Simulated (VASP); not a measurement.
# AlFe (Pm-3m) in VASP: further runs, part 2 of 2

VASP 6.6.1. The steps go on from the part before.

## (3) Single point, LDA, collinear spin, ferromagnetic start

This run uses another cell than the first one, of 12.07 Å³/atom, 1.021 times its volume.

File INCAR:

```
PREC = Accurate
ENCUT = 520
EDIFF = 1E-6
ISMEAR = -1
SIGMA = 0.05
LREAL = False
LASPH = True
NELM = 150
ALGO = Fast
ISIF = 2
LWAVE = False
LCHARG = True
ISPIN = 2
MAGMOM = 3 0
LORBIT = 11
LMAXMIX = 4
GGA = CA
LELF = True
LVHAR = True
NBANDS = 16
```

File KPOINTS:

```
regular mesh
0
Gamma
  9 9 9
```

File POSCAR:

```
AlFe
1.0
    2.8904692102      0.0000000000      0.0000000000
    0.0000000000      2.8904692102      0.0000000000
    0.0000000000      0.0000000000      2.8904692102
Fe Al
1 1
Direct
    0.5000000000      0.5000000000      0.5000000000
    0.0000000000      0.0000000000      0.0000000000
```

Potentials or basis: VASP PAW LDA potentials, release 64 (Fe, Al).

The run is started by

```sh
> cat potpaw_LDA.64/Fe/POTCAR potpaw_LDA.64/Al/POTCAR > POTCAR
> mpirun -np 1 vasp_std > vasp.out
```

OUTCAR:

```text
PREC = Accurate
   ENCUT = 520
   EDIFF = 1E-6
   ISMEAR = -1
   LREAL = False
   LASPH = True
   NELM = 150
   ISIF = 2
   ISPIN = 2
   LORBIT = 11
   GGA = CA

 ion  position               nearest neighbor table
   1  0.500  0.500  0.500-   2 2.50   2 2.50   2 2.50   2 2.50   2 2.50   2 2.50   2 2.50   2 2.50

   2  0.000  0.000  0.000-   1 2.50   1 2.50   1 2.50   1 2.50   1 2.50   1 2.50   1 2.50   1 2.50

  LATTYP: Found a simple cubic cell.
 ALAT       =     2.8904692102

  Lattice vectors:

 A1 = (   2.8904692102,   0.0000000000,   0.0000000000)
 A2 = (   0.0000000000,   2.8904692102,   0.0000000000)
 A3 = (   0.0000000000,   0.0000000000,   2.8904692102)

Analysis of symmetry for initial positions (statically):
=====================================================================
 Subroutine PRICEL returns:
 Original cell was already a primitive cell.

 Routine SETGRP: Setting up the symmetry group for a
 simple cubic supercell.

 Subroutine GETGRP returns: Found 48 space group operations
 (whereof 48 operations were pure point group operations)
 out of a pool of 48 trial point group operations.

The static configuration has the point symmetry O_h .

Analysis of symmetry for dynamics (positions and initial velocities):
=====================================================================
 Subroutine PRICEL returns:
 Original cell was already a primitive cell.

 Routine SETGRP: Setting up the symmetry group for a
 simple cubic supercell.

 Subroutine GETGRP returns: Found 48 space group operations
 (whereof 48 operations were pure point group operations)
 out of a pool of 48 trial point group operations.

The dynamic configuration has the point symmetry O_h .

Analysis of structural, dynamic, and magnetic symmetry:
=====================================================================
 Subroutine PRICEL returns:
 Original cell was already a primitive cell.

 Routine SETGRP: Setting up the symmetry group for a
 simple cubic supercell.

 Subroutine GETGRP returns: Found 48 space group operations
 (whereof 48 operations were pure point group operations)
 out of a pool of 48 trial point group operations.

The overall configuration has the point symmetry O_h .

 Subroutine INISYM returns: Found 48 space group operations
 (whereof 48 operations are pure point group operations),
 and found     1 'primitive' translations

----------------------------------------------------------------------------------------

                                     Primitive cell

  volume of cell :      24.1493

  direct lattice vectors                    reciprocal lattice vectors
     2.890469210  0.000000000  0.000000000     0.345964592  0.000000000  0.000000000
     0.000000000  2.890469210  0.000000000     0.000000000  0.345964592  0.000000000
     0.000000000  0.000000000  2.890469210     0.000000000  0.000000000  0.345964592

  length of vectors
     2.890469210  2.890469210  2.890469210     0.345964592  0.345964592  0.345964592

  position of ions in fractional coordinates (direct lattice)
     0.500000000  0.500000000  0.500000000
     0.000000000  0.000000000  0.000000000

  ion indices of the primitive-cell ions
[... 64 lines left out ...]
   NGXF,Y,Z  is equivalent  to a cutoff of  27.61, 27.61, 27.61 a.u.
 SYSTEM =  unknown system
   PREC   = accura    normal or accurate (medium, high low for compatibility)
   ISTART =      0    job   : 0-new  1-cont  2-samecut
   ICHARG =      2    charge: 1-file 2-atom 10-const
   ISPIN  =      2    spin polarized calculation?
   LNONCOLLINEAR =      F non collinear calculations
   LSORBIT =      F    spin-orbit coupling
   LASPH  =      T    aspherical Exc in radial PAW
   ENCUT  =  520.0 eV  38.22 Ry    6.18 a.u.   5.37  5.37  5.37*2*pi/ulx,y,z
   NELM   =    150;   NELMIN=  2; NELMDL= -5     # of ELM steps
   EDIFF  = 0.1E-05   stopping-criterion for ELM
   LREAL  =      F    real-space projection
   EDIFFG = 0.1E-04   stopping-criterion for IOM
   NSW    =      0    number of steps for IOM
   IBRION =     -1    ionic relax: 0-MD 1-quasi-New 2-CG
   NFREE  =      0    steps in history (QN), initial steepest desc. (CG)
   ISIF   =      2    stress and relaxation
   ISYM   =      2    0-nonsym 1-usesym 2-fastsym
   POTIM  = 0.5000    time-step for ionic-motion
   TEBEG  =    0.0;   TEEND  =   0.0 temperature during run
   PSTRESS=    0.0 pullay stress
   NELECT =      11.0000    total number of electrons
   NUPDOWN=      -1.0000    fix difference up-down
   EMIN   =  10.00;   EMAX   =-10.00  energy-range for DOS
   EFERMI =   0.00;   METHOD = LEGACY
   ISMEAR =    -1;   SIGMA  =   0.05  broadening in eV -4-tet -1-fermi 0-gaus
   EFERMI_NEDOS =   21; number of points for ismear=-14 and -15
   IALGO  =     68    algorithm
   IMIX   =      4    mixing-type and parameters
     AMIX     =   0.40;   BMIX     =  1.00
     AMIX_MAG =   1.60;   BMIX_MAG =  1.00
  volume/ion in A,a.u.               =      12.07        81.48
  Fermi-wavevector in a.u.,A,eV,Ry     =   1.259614  2.380325 21.587367  1.586627
  Thomas-Fermi vector in A             =   2.393165
   LORBIT       =     11    0 simple, 1 ext, 2 COOP (PROOUT), +10 PAW based schemes
   GGA     = CA    functional components
   LHFCALC =     F    Hartree Fock is set to
   AEXX    =    0.0000 exact exchange contribution
   IVDW    =     0    specifies the selected vdW correction
   LEPSILON=     F    determine dielectric tensor
   LRPA    =     F    only Hartree local field effects (RPA)
 spin polarized calculation
 RMM-DIIS sequential band-by-band and
  energy-cutoff  :      520.00
  volume of cell :       24.15
 maximum number of plane-waves:       666
 NGX is ok and might be reduce to    24
   NGX = 11   NGY = 11   NGZ = 11

 number of electron      10.9999992 magnetization       0.5509805

 Free energy of the ion-electron system (eV)
  ---------------------------------------------------
  ext. energy  EPLUGINS =         0.00000000
  ---------------------------------------------------
  free energy    TOTEN  =       -14.25379330 eV

  energy without entropy =      -14.23453467  energy(sigma->0) =      -14.24416398

 E-fermi :   7.5685     XC(G=0): -12.2942

 val. band max:        7.5496521206   @ k =   0.4444   0.3333   0.2222
 cond. band min:       7.5953390601   @ k =   0.1111   0.1111   0.1111
 fundamental gap:      0.0456869396
 Fermi energy:         7.5684630822

 spin component 1

 k-point     1 :       0.0000    0.0000    0.0000
  band No.  band energies     occupation
      1      -2.6365      1.00000
      2       5.1907      1.00000
      3       5.1907      1.00000
      4       7.3896      0.97282
      5       7.3896      0.97282
      6       7.3896      0.97282
[... 435 lines left out ...]
      5       6.8752      1.00000
      6       7.0055      0.99999
[... 8 lines left out ...]
     15      27.9964      0.00000
     16      28.9885      0.00000

 [... further k-points ...]

 spin component 2

 k-point     1 :       0.0000    0.0000    0.0000
  band No.  band energies     occupation
      1      -2.6115      1.00000
      2       5.4831      1.00000
      3       5.4831      1.00000
      4       7.9670      0.00035
      5       7.9670      0.00035
      6       7.9670      0.00035
[... 435 lines left out ...]
      5       7.3638      0.98359
      6       7.4475      0.91829
[... 8 lines left out ...]
     15      28.1154      0.00000
     16      29.0148      0.00000

 [... further k-points ...]
[... 5 lines left out ...]
  --------------------------------------------------------------------------------------
  -------------------------------------------------------------------------------------
  Total       -2.0711700     -2.0711700     -2.0711700     -0.0000000     -0.0000000     -0.0000000
  in kB     -137.4109297   -137.4109297   -137.4109297     -0.0000000     -0.0000000     -0.0000000
  external PRESSURE =    -137.4109297 kB  Pullay stress =       0.0000000 kB

 VOLUME and BASIS-vectors are now :
 -----------------------------------------------------------------------------
  energy-cutoff  :      520.00
  volume of cell :       24.15
      direct lattice vectors                 reciprocal lattice vectors
     2.890469210  0.000000000  0.000000000     0.345964592  0.000000000  0.000000000
     0.000000000  2.890469210  0.000000000     0.000000000  0.345964592  0.000000000
     0.000000000  0.000000000  2.890469210     0.000000000  0.000000000  0.345964592

 POSITION                                       TOTAL-FORCE (eV/Angst)
 -----------------------------------------------------------------------------------
      1.44523      1.44523      1.44523         0.000000      0.000000      0.000000
      0.00000      0.00000      0.00000         0.000000      0.000000      0.000000
 -----------------------------------------------------------------------------------
    total drift:                                0.000000     -0.000000     -0.000000

  FREE ENERGIE OF THE ION-ELECTRON SYSTEM (eV)
  ---------------------------------------------------
  free  energy   TOTEN  =       -14.2537933044 eV

  energy  without entropy=      -14.2345346652  energy(sigma->0) =      -14.24416398

 total charge

# of ion       s       p       d       tot
------------------------------------------
    1        0.428   0.483   6.502   7.412
    2        0.404   0.433   0.000   0.837
--------------------------------------------------
tot          0.831   0.916   6.502   8.249

 magnetization (x)

# of ion       s       p       d       tot
------------------------------------------
    1       -0.002   0.001   0.582   0.580
    2       -0.005  -0.011   0.000  -0.016
--------------------------------------------------
tot         -0.007  -0.010   0.582   0.564
```

OSZICAR:

```text
N       E                     dE             d eps       ncg     rms          rms(c)
DAV:   1     0.265415105260E+02    0.26542E+02   -0.45421E+03  2352   0.720E+02
DAV:   2    -0.142136571574E+02   -0.40755E+02   -0.36031E+02  2552   0.136E+02
DAV:   3    -0.156028072243E+02   -0.13892E+01   -0.13727E+01  2792   0.268E+01
DAV:   4    -0.156201363184E+02   -0.17329E-01   -0.17324E-01  2808   0.266E+00
DAV:   5    -0.156206210374E+02   -0.48472E-03   -0.48471E-03  2784   0.503E-01    0.153E+01
RMM:   6    -0.176364647099E+02   -0.20158E+01   -0.93821E+00  2719   0.352E+01    0.183E+01
RMM:   7    -0.143167516414E+02    0.33197E+01   -0.21795E+00  2552   0.171E+01    0.361E+00
RMM:   8    -0.142689443886E+02    0.47807E-01   -0.19855E-02  2602   0.893E-01    0.161E+00
RMM:   9    -0.142602034607E+02    0.87409E-02   -0.77770E-03  2686   0.673E-01    0.970E-01
RMM:  10    -0.142552026673E+02    0.50008E-02   -0.40754E-03  2652   0.407E-01    0.387E-01
RMM:  11    -0.142539230497E+02    0.12796E-02   -0.10491E-03  3013   0.219E-01    0.153E-01
RMM:  12    -0.142537938614E+02    0.12919E-03   -0.32776E-04  2897   0.128E-01    0.902E-02
RMM:  13    -0.142538105232E+02   -0.16662E-04   -0.10358E-04  3138   0.739E-02    0.425E-02
RMM:  14    -0.142537933952E+02    0.17128E-04   -0.16697E-05  2828   0.258E-02    0.133E-02
RMM:  15    -0.142537933044E+02    0.90772E-07   -0.31980E-06  2651   0.123E-02
   1 F= -.14253793E+02 E0= -.14244164E+02  d E =-.192586E-01  mag=     0.5506
```

Wall time 16 s (1 thread of Intel Xeon 6975P-C, shared host); peak memory 0.14 GiB.

What came out:

| Property | Result |
| --- | --- |
| Free energy | -14.2538 eV |
| Pressure | -13.7 GPa |
| Net moment | 0.55 μB per cell |
| Site moments | Fe +0.58; Al -0.02 μB |
| Valence electrons inside the program's atomic spheres | Fe 7.41; Al 0.84 |
